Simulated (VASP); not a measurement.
Crystal: Sb.

```
Sb
1.0
     3.42032    0.00000    0.00000
    -1.71016    2.96209    0.00000
     0.00000    0.00000    5.57745
Sb
2
Direct
  0.66667 0.33333 0.75000
  0.33333 0.66667 0.25000
```

This isn't the form of Sb at room conditions, which is rhombohedral.

Base run:

```yaml
Program: VASP 6.6.1
Functional: r2SCAN
Potentials_or_basis: VASP PAW PBE potentials, release 64 (Sb)
Cutoff: 520 eV
k_mesh: 9 × 9 × 5
Occupations: fermi-dirac, width 0.05 eV
Spin: no spin polarisation
```

Its results: band gap on the k mesh zero (bands 5 and 6 overlap by 6.76 eV); pressure -2.7 GPa.

The run is repeated on the same cell with these changes: functional from r2SCAN to PBEsol. What comes out?

Band gap on the k mesh zero (bands 5 and 6 overlap by 6.41 eV); pressure -4.7 GPa.

Caveats: the PAW data sets were made with another functional, which shifts forces and pressure a little; spin-orbit coupling is left out, which moves the levels of the heavy elements; the cell stands under tension (at least some runs).
